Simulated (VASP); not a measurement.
# BaTiO3 (Pmmm) in VASP: further runs

BaTiO3 is run at these levels: r2SCAN; tasks: single point.

Everything below comes from runs of VASP 6.6.1. Logs are shortened: lines on timing, memory, paths and dates and some standing lists are left out, and cuts for length are marked.

## (1) The cell of the first run

Symmetry: Pmmm, No. 47, orthorhombic system. Conventional cell: a = 3.395 Å, b = 3.994 Å, c = 4.593 Å, α = 90.00°, β = 90.00°, γ = 90.00°. Ba (site symmetry mmm) has 12 O at 2.62 to 3.04 Å and 2 Ba at 3.39 Å and 8 Ti at 3.48 Å within 3.5 Å. Ti (site symmetry mmm) has 6 O at 1.70 to 2.30 Å within 2.3 Å. Within 2.7 Å of O (site symmetry mmm) lie 2 Ti at 2.00 Å and 4 O at 2.62 Å. O (site symmetry mmm) has 2 Ti at 2.30 Å and 4 Ba at 2.62 Å and 8 O at 2.86 to 3.04 Å within 3.1 Å. O (site symmetry mmm) has 2 Ti at 1.70 Å within 2.3 Å.

## (2) Single point, r2SCAN (strain -0.1500 x Voigt [1, -1, 0, 0, 0, 0])

File POSCAR:

```
BaTiO3
1.0
    3.3948741759      0.0000000000      0.0000000000
    0.0000000000      4.5930650615      0.0000000000
    0.0000000000      0.0000000000      3.9941038410
Ba Ti O
1 1 3
Direct
    0.0000000000      0.0000000000      0.0000000000
    0.5000000000      0.5000000000      0.5000000000
    0.5000000000      0.5000000000      0.0000000000
    0.5000000000      0.0000000000      0.5000000000
    0.0000000000      0.5000000000      0.5000000000
```

File INCAR.step1:

```
PREC = Accurate
ENCUT = 520
ISMEAR = 0
SIGMA = 0.05
LREAL = False
LASPH = True
NELM = 60
NBANDS = 28
GGA = PE
ALGO = Normal
EDIFF = 1E-4
LWAVE = True
LCHARG = False
```

File INCAR.step2:

```
PREC = Accurate
ENCUT = 520
EDIFF = 1E-6
ISMEAR = 0
SIGMA = 0.05
LREAL = False
LASPH = True
NELM = 60
ALGO = Normal
ISIF = 2
LWAVE = False
LCHARG = False
METAGGA = R2SCAN
LMIXTAU = True
NBANDS = 28
ISTART = 1
```

File KPOINTS:

```
Automatic mesh
0
Gamma
  8 8 8
```

Potentials or basis: VASP PAW PBE potentials, release 64 (Ba_sv, Ti_sv, O).

The run is started by

```bash
> cat potpaw_PBE.64/Ba_sv/POTCAR potpaw_PBE.64/Ti_sv/POTCAR potpaw_PBE.64/O/POTCAR > POTCAR
> cp INCAR.step1 INCAR
> mpirun -np 1 vasp_std > vasp.out
> cp INCAR.step2 INCAR
> mpirun -np 1 vasp_std > vasp.out
```

OUTCAR:

```text
PREC = Accurate
   ENCUT = 520
   EDIFF = 1E-6
   ISMEAR = 0
   LREAL = False
   LASPH = True
   NELM = 60
   ISIF = 2
   METAGGA = R2SCAN
   ISTART = 1

 ion  position               nearest neighbor table
   1  0.000  0.000  0.000-   4 2.62   4 2.62   4 2.62   4 2.62   3 2.86   3 2.86   3 2.86   3 2.86
                             5 3.04   5 3.04   5 3.04   5 3.04   2 3.48   2 3.48   2 3.48   2 3.48
   2  0.500  0.500  0.500-   5 1.70   5 1.70   3 2.00   3 2.00   4 2.30   4 2.30   1 3.48   1 3.48
                             1 3.48   1 3.48   1 3.48   1 3.48   1 3.48   1 3.48
   3  0.500  0.500  0.000-   2 2.00   2 2.00   1 2.86   1 2.86   1 2.86   1 2.86
   4  0.500  0.000  0.500-   2 2.30   2 2.30   1 2.62   1 2.62   1 2.62   1 2.62
   5  0.000  0.500  0.500-   2 1.70   2 1.70   1 3.04   1 3.04   1 3.04   1 3.04

  LATTYP: Found a simple orthorhombic cell.
 ALAT       =     3.3948741759
 B/A-ratio  =     1.1765101250
 C/A-ratio  =     1.3529411765

  Lattice vectors:

 A1 = (  -3.3948741759,   0.0000000000,   0.0000000000)
 A2 = (   0.0000000000,   0.0000000000,   3.9941038410)
 A3 = (   0.0000000000,   4.5930650615,   0.0000000000)

Analysis of symmetry for initial positions (statically):
=====================================================================
 Subroutine PRICEL returns:
 Original cell was already a primitive cell.

 Routine SETGRP: Setting up the symmetry group for a
 simple orthorhombic supercell.

 Subroutine GETGRP returns: Found  8 space group operations
 (whereof  8 operations were pure point group operations)
 out of a pool of  8 trial point group operations.

The static configuration has the point symmetry D_2h.

Analysis of symmetry for dynamics (positions and initial velocities):
=====================================================================
 Subroutine PRICEL returns:
 Original cell was already a primitive cell.

 Routine SETGRP: Setting up the symmetry group for a
 simple orthorhombic supercell.

 Subroutine GETGRP returns: Found  8 space group operations
 (whereof  8 operations were pure point group operations)
 out of a pool of  8 trial point group operations.

The dynamic configuration has the point symmetry D_2h.

 Subroutine INISYM returns: Found  8 space group operations
 (whereof  8 operations are pure point group operations),
 and found     1 'primitive' translations

----------------------------------------------------------------------------------------

[... 94 lines left out ...]
   LSORBIT =      F    spin-orbit coupling
   LASPH  =      T    aspherical Exc in radial PAW
   ENCUT  =  520.0 eV  38.22 Ry    6.18 a.u.   6.31  8.54  7.43*2*pi/ulx,y,z
   NELM   =     60;   NELMIN=  2; NELMDL=  0     # of ELM steps
   EDIFF  = 0.1E-05   stopping-criterion for ELM
   LREAL  =      F    real-space projection
   EDIFFG = 0.1E-04   stopping-criterion for IOM
   NSW    =      0    number of steps for IOM
   IBRION =     -1    ionic relax: 0-MD 1-quasi-New 2-CG
   NFREE  =      0    steps in history (QN), initial steepest desc. (CG)
   ISIF   =      2    stress and relaxation
   ISYM   =      2    0-nonsym 1-usesym 2-fastsym
   POTIM  = 0.5000    time-step for ionic-motion
   TEBEG  =    0.0;   TEEND  =   0.0 temperature during run
   PSTRESS=    0.0 pullay stress
   NELECT =      40.0000    total number of electrons
   NUPDOWN=      -1.0000    fix difference up-down
   EMIN   =  10.00;   EMAX   =-10.00  energy-range for DOS
   EFERMI =   0.00;   METHOD = LEGACY
   ISMEAR =     0;   SIGMA  =   0.05  broadening in eV -4-tet -1-fermi 0-gaus
   EFERMI_NEDOS =   21; number of points for ismear=-14 and -15
   IALGO  =     38    algorithm
   IMIX   =      4    mixing-type and parameters
     AMIX     =   0.40;   BMIX     =  1.00
     AMIX_MAG =   1.60;   BMIX_MAG =  1.00
  volume/ion in A,a.u.               =      12.46        84.06
  Fermi-wavevector in a.u.,A,eV,Ry     =   1.412471  2.669184 27.144644  1.995075
  Thomas-Fermi vector in A             =   2.534216
   LORBIT       =      0    0 simple, 1 ext, 2 COOP (PROOUT), +10 PAW based schemes
   METAGGA = R2SCAN    functional components
   LHFCALC =     F    Hartree Fock is set to
   AEXX    =    0.0000 exact exchange contribution
   IVDW    =     0    specifies the selected vdW correction
   LEPSILON=     F    determine dielectric tensor
   LRPA    =     F    only Hartree local field effects (RPA)
 non-spin polarized calculation
 Gauss-broadening in eV      SIGMA  =   0.05
  energy-cutoff  :      520.00
  volume of cell :       62.28
 maximum number of plane-waves:      1693
 NGX is ok and might be reduce to    28
   NGX = 13   NGY = 17   NGZ = 15

 number of electron      39.9999993 magnetization

 Free energy of the ion-electron system (eV)
  ---------------------------------------------------
  ext. energy  EPLUGINS =         0.00000000
  ---------------------------------------------------
  free energy    TOTEN  =       -71.76428399 eV

  energy without entropy =      -71.76428399  energy(sigma->0) =      -71.76428399

 E-fermi :   4.4232     XC(G=0): -12.0380

 val. band max:        4.1921771558   @ k =   0.5000   0.5000   0.5000
 cond. band min:       5.7916934463   @ k =   0.0000   0.0000   0.0000
 fundamental gap:      1.5995162905
 Fermi energy:         4.4232064063

 k-point     1 :       0.0000    0.0000    0.0000
  band No.  band energies     occupation
      1     -54.7704      2.00000
      2     -30.3687      2.00000
      3     -29.9270      2.00000
      4     -29.8701      2.00000
      5     -21.7878      2.00000
      6     -15.5226      2.00000
[... 733 lines left out ...]
     27      13.2144      0.00000
     28      13.4448      0.00000

 [... further k-points ...]
[... 5 lines left out ...]
  --------------------------------------------------------------------------------------
  -------------------------------------------------------------------------------------
  Total       31.0360941     -4.8621757      4.0559014      0.0000000      0.0000000     -0.0000000
  in kB      798.4211102   -125.0822261    104.3403631      0.0000000      0.0000000     -0.0000000
  external PRESSURE =     259.2264157 kB  Pullay stress =       0.0000000 kB

 VOLUME and BASIS-vectors are now :
 -----------------------------------------------------------------------------
  energy-cutoff  :      520.00
  volume of cell :       62.28
      direct lattice vectors                 reciprocal lattice vectors
     3.394874176  0.000000000  0.000000000     0.294561727  0.000000000  0.000000000
     0.000000000  4.593065061  0.000000000     0.000000000  0.217719537  0.000000000
     0.000000000  0.000000000  3.994103841     0.000000000  0.000000000  0.250369054

 POSITION                                       TOTAL-FORCE (eV/Angst)
 -----------------------------------------------------------------------------------
      0.00000      0.00000      0.00000         0.000000      0.000000      0.000000
      1.69744      2.29653      1.99705         0.000000      0.000000      0.000000
      1.69744      2.29653      0.00000         0.000000      0.000000      0.000000
      1.69744      0.00000      1.99705         0.000000      0.000000      0.000000
      0.00000      2.29653      1.99705         0.000000      0.000000      0.000000
 -----------------------------------------------------------------------------------
    total drift:                                0.000000      0.000000      0.000000

  FREE ENERGIE OF THE ION-ELECTRON SYSTEM (eV)
  ---------------------------------------------------
  free  energy   TOTEN  =       -71.7642839945 eV

  energy  without entropy=      -71.7642839945  energy(sigma->0) =      -71.76428399
```

Wall time 11 min (1 thread of Intel Xeon 8259CL, shared host); peak memory 0.34 GiB.

Results:

```yaml
Free_energy: -71.7643 eV
Pressure: 25.9 GPa
Band_gap_on_the_k_mesh: 1.60 eV (least direct gap 1.77 eV)
```

Caveat: the cell differs from its parent crystal (strain -0.1500 x Voigt [1, -1, 0, 0, 0, 0]); the stress differs along the axes, from -13 to 80 GPa; the PAW data sets were made with another functional, which shifts forces and pressure a little; spin-orbit coupling is left out, which moves the levels of the heavy elements.

## (3) Single point, r2SCAN (strain +0.1312 x Voigt [1, -1, 0, 0, 0, 0])

Edit POSCAR of step 2 so:

```diff
@@ -2,4 +2,4 @@
 1.0
-    3.3948741759      0.0000000000      0.0000000000
-    0.0000000000      4.5930650615      0.0000000000
+    4.5179784327      0.0000000000      0.0000000000
+    0.0000000000      3.4699608047      0.0000000000
     0.0000000000      0.0000000000      3.9941038410
```

File INCAR.step1:

```
PREC     = Accurate       # precision mode
ENCUT    = 520            # plane-wave cutoff, eV
ISMEAR   = 0              # smearing method
SIGMA    = 0.05           # smearing width, eV
LREAL    = False          # projectors in reciprocal space
LASPH    = True           # aspherical terms in the spheres
NELM     = 80             # most SCF steps
NBANDS   = 28             # bands
GGA      = PE             # functional
ALGO     = Normal         # electronic algorithm
EDIFF    = 1E-4           # SCF threshold, eV
LWAVE    = True           # write WAVECAR
LCHARG   = False          # write CHGCAR
```

File INCAR.step2:

```
PREC     = Accurate       # precision mode
ENCUT    = 520            # plane-wave cutoff, eV
EDIFF    = 1E-6           # SCF threshold, eV
ISMEAR   = 0              # smearing method
SIGMA    = 0.05           # smearing width, eV
LREAL    = False          # projectors in reciprocal space
LASPH    = True           # aspherical terms in the spheres
NELM     = 80             # most SCF steps
ALGO     = Normal         # electronic algorithm
ISIF     = 2              # what is computed and relaxed
LWAVE    = False          # write WAVECAR
LCHARG   = False          # write CHGCAR
METAGGA  = R2SCAN         # meta-GGA
LMIXTAU  = True         
NBANDS   = 28             # bands
ISTART   = 1
```

KPOINTS is that of step 2.

Potentials or basis: VASP PAW PBE potentials, release 64 (Ba_sv, Ti_sv, O).

The run is started by

```bash
> cat potpaw_PBE.64/Ba_sv/POTCAR potpaw_PBE.64/Ti_sv/POTCAR potpaw_PBE.64/O/POTCAR > POTCAR
> cp INCAR.step1 INCAR
> mpirun -np 1 vasp_std > vasp.out
> cp INCAR.step2 INCAR
> mpirun -np 1 vasp_std > vasp.out
```

It took 11 min on 1 thread of Intel Xeon 8259CL, shared host; peak memory 0.34 GiB.

Results (log left out):

```
Free energy            : -72.4487 eV
Pressure               : 19.7 GPa
Band gap on the k mesh : 1.67 eV (least direct gap 1.87 eV)
```

Stress tensor (GPa, compression positive):
```
-11.92   0.00   0.00
  0.00  62.70   0.00
  0.00   0.00   8.35
```

Levels at points of the mesh, in eV from the valence-band top:
```csv
k point,band 16,band 17,band 18,band 19,band 20,band 21,band 22,band 23,band 24,band 25
"(0.00, 0.00, 0.00)",-1.13,-0.84,-0.65,-0.27,-0.19,1.67,1.98,2.16,3.17,4.21
"(0.50, 0.00, 0.00)",-2.13,-0.94,-0.90,-0.82,-0.72,2.21,2.77,2.80,4.54,5.43
"(0.00, 0.50, 0.00)",-2.93,-2.39,-2.08,-1.37,-0.98,2.06,3.40,5.22,5.30,7.10
"(0.50, 0.50, 0.00)",-2.73,-1.99,-1.37,-1.33,-1.18,2.85,4.71,5.22,5.31,7.15
"(0.00, 0.00, 0.50)",-2.01,-1.96,-1.91,-1.01,-0.99,2.09,3.49,3.65,3.73,6.49
"(0.50, 0.00, 0.50)",-2.46,-2.32,-1.92,-1.66,-1.03,2.81,3.72,3.73,5.73,6.91
"(0.00, 0.50, 0.50)",-3.34,-1.90,-0.36,-0.26,-0.24,3.70,3.94,5.23,5.43,8.59
"(0.50, 0.50, 0.50)",-3.17,-2.08,-0.26,-0.13,0.00,4.01,5.32,5.56,6.19,6.36
```

Caveat: the cell differs from its parent crystal (strain +0.1312 x Voigt [1, -1, 0, 0, 0, 0]); the stress differs along the axes, from -12 to 63 GPa; the PAW data sets were made with another functional, which shifts forces and pressure a little; spin-orbit coupling is left out, which moves the levels of the heavy elements. A k mesh can miss the band edges.

## (4) Single point, r2SCAN (strain +0.1125 x Voigt [1, -1, 0, 0, 0, 0])

Edit POSCAR of step 3 so:

```diff
@@ -2,4 +2,4 @@
 1.0
-    4.5179784327      0.0000000000      0.0000000000
-    0.0000000000      3.4699608047      0.0000000000
+    4.4432912008      0.0000000000      0.0000000000
+    0.0000000000      3.5446480366      0.0000000000
     0.0000000000      0.0000000000      3.9941038410
```

File INCAR.step1:

```
PREC     = Accurate       # precision mode
ENCUT    = 520            # plane-wave cutoff, eV
ISMEAR   = 0              # smearing method
SIGMA    = 0.05           # smearing width, eV
LREAL    = F              # projectors in reciprocal space
LASPH    = T              # aspherical terms in the spheres
NELM     = 100            # most SCF steps
NBANDS   = 28             # bands
GGA      = PE             # functional
ALGO     = Normal         # electronic algorithm
EDIFF    = 1E-4           # SCF threshold, eV
LWAVE    = T              # write WAVECAR
LCHARG   = F              # write CHGCAR
```

File INCAR.step2:

```
PREC     = Accurate       # precision mode
ENCUT    = 520            # plane-wave cutoff, eV
EDIFF    = 1E-6           # SCF threshold, eV
ISMEAR   = 0              # smearing method
SIGMA    = 0.05           # smearing width, eV
LREAL    = F              # projectors in reciprocal space
LASPH    = T              # aspherical terms in the spheres
NELM     = 100            # most SCF steps
ALGO     = Normal         # electronic algorithm
ISIF     = 2              # what is computed and relaxed
LWAVE    = F              # write WAVECAR
LCHARG   = T              # write CHGCAR
METAGGA  = R2SCAN         # meta-GGA
LMIXTAU  = T            
LELF     = T              # ELF
LVHAR    = T            
NBANDS   = 28             # bands
ISTART   = 1
```

File KPOINTS:

```
regular mesh
0
Gamma
  8 8 8
```

The run is started by

```bash
> cat potpaw_PBE.64/Ba_sv/POTCAR potpaw_PBE.64/Ti_sv/POTCAR potpaw_PBE.64/O/POTCAR > POTCAR
> cp INCAR.step1 INCAR
> mpirun -np 1 vasp_std > vasp.out
> cp INCAR.step2 INCAR
> mpirun -np 1 vasp_std > vasp.out
```

Run time: 12 min. Hardware: 1 thread of Intel Xeon 8259CL, shared host; peak memory 0.34 GiB.

It converged, with:

```
Free energy            : -72.9861 eV
Pressure               : 14.8 GPa
Band gap on the k mesh : 1.75 eV (least direct gap 1.94 eV)
```

Stress tensor (GPa, compression positive):
```
-10.93   0.00   0.00
  0.00  48.61   0.00
  0.00   0.00   6.74
```

Levels at points of the mesh, in eV from the valence-band top:
```csv
k point,band 17,band 18,band 19,band 20,band 21,band 22,band 23,band 24
"(0.00, 0.00, 0.00)",-0.89,-0.56,-0.27,-0.20,1.75,2.00,2.17,3.33
"(0.50, 0.00, 0.00)",-1.00,-0.94,-0.89,-0.76,2.22,2.90,2.93,4.55
"(0.00, 0.50, 0.00)",-2.31,-2.01,-1.26,-0.94,2.09,3.50,4.97,5.03
"(0.50, 0.50, 0.00)",-1.96,-1.28,-1.23,-0.95,2.96,4.79,4.98,5.04
"(0.00, 0.00, 0.50)",-1.93,-1.92,-1.01,-0.92,2.12,3.64,3.68,3.76
"(0.50, 0.00, 0.50)",-2.21,-2.00,-1.77,-0.87,2.94,3.76,3.78,5.81
"(0.00, 0.50, 0.50)",-1.88,-0.31,-0.29,-0.26,3.72,4.08,4.97,5.19
"(0.50, 0.50, 0.50)",-2.03,-0.25,-0.07,0.00,4.06,5.10,5.34,6.47
```

Caveat: the cell differs from its parent crystal (strain +0.1125 x Voigt [1, -1, 0, 0, 0, 0]); the stress differs along the axes, from -11 to 49 GPa; the PAW data sets were made with another functional, which shifts forces and pressure a little; spin-orbit coupling is left out, which moves the levels of the heavy elements.

## (5) The runs side by side

| cell | gap on the mesh (eV) | pressure (GPa) |
| --- | --- | --- |
| a = 3.395, b = 4.593, c = 3.994 Å, 5 atoms | 1.60 | 25.9 |
| a = 4.518, b = 3.470, c = 3.994 Å, 5 atoms | 1.67 | 19.7 |
| a = 4.443, b = 3.545, c = 3.994 Å, 5 atoms | 1.75 | 14.8 |

Alike in all rows: task single point; level r2SCAN; potentials or basis VASP PAW PBE potentials, release 64 (Ba_sv, Ti_sv, O); no spin polarisation; k mesh 8 × 8 × 8; cutoff (eV) 520; smearing gaussian 0.05 eV.

Caveats: the PAW data sets were made with another functional, which shifts forces and pressure a little; spin-orbit coupling is left out, which moves the levels of the heavy elements; the stress differs along the axes, from -13 to 80 GPa (at least some runs); the stress differs along the axes, from -12 to 63 GPa (at least some runs); the stress differs along the axes, from -11 to 49 GPa (at least some runs).

Total energies depend on the potentials used, so only differences within one code and one set of settings carry meaning.
